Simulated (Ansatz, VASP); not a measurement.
CdTe in VASP and in Ansatz

File POSCAR:

```
CdTe
1.0
    0.0000000000      3.2851250000      3.0447500000
    3.2851250000      0.0000000000      3.0447500000
    3.2851250000      3.2851250000      0.0000000000
Cd Te
1 1
Direct
    0.0000000000      0.0000000000      0.0000000000
    0.7500000000      0.7500000000      0.7500000000
```

File INCAR.step1:

```
ALGO = Normal
EDIFF = 1E-4
ENCUT = 520
GGA = PE
ISMEAR = 0
LASPH = T
LCHARG = F
LREAL = F
LWAVE = T
NBANDS = 16
NELM = 80
PREC = Accurate
SIGMA = 0.05
```

INCAR.step2

```
ALGO = Normal
EDIFF = 1E-6
ENCUT = 520
ISIF = 2
ISMEAR = 0
ISTART = 1
LASPH = T
LCHARG = F
LMIXTAU = T
LREAL = F
LWAVE = F
METAGGA = R2SCAN
NBANDS = 16
NELM = 80
PREC = Accurate
SIGMA = 0.05
```

KPOINTS

```
k-points
0
Gamma
  8 8 8
```

Input for Ansatz:

```yaml
crystal:
  lattice:
    - [0.0, 3.285125, 3.04475]
    - [3.285125, 0.0, 3.04475]
    - [3.285125, 3.285125, 0.0]
  atoms:
    - { symbol: Cd, position: [0.0, 0.0, 0.0] }
    - { symbol: Te, position: [0.75, 0.75, 0.75] }
basis:
  ecutwfc: 500
kpoints:
  mp_grid: { grid: [8, 8, 8] }
hamiltonian:
  xc: r2scan
scf:
  occupations: { method: gaussian, width: 0.05 }
output:
  forces: true
  stress: true
  eigenvalues: true
```

Change from the starting cell: strain +0.025 along x and y, -0.050 along z, atoms carried along.

Alike in both runs: task single point; functional r2SCAN; k mesh 8 × 8 × 8; occupations gaussian, width 0.05 eV; no spin polarisation.

|  | VASP | Ansatz |
| --- | --- | --- |
| version | VASP 6.6.1 | Ansatz 0.2.0 |
| potentials or method | VASP PAW PBE potentials, release 64 (Cd, Te), cutoff 520 eV | scalar-relativistic, plane waves, PAW |
| valence electrons in the cell | 18 | 36 |

```csv
,VASP,Ansatz,Ansatz less VASP
gap on the k mesh at the Fermi level (eV),1.23,1.23,+0.004
least direct gap on the mesh (eV),1.23,1.23,+0.004
pressure (GPa),3.4,3.2,-0.15
"traceless stress, the component that is largest in VASP (GPa)",0.57,0.57,-0.001
```

VASP's potentials were made for PBE, not for r2SCAN. With one functional, cell and mesh, what is left measures potentials, basis and numerics. VASP's potentials hold 18 valence electrons a cell and Ansatz's 36, so a difference there can come from the potentials and not from the codes.

Spin-orbit coupling is off throughout.
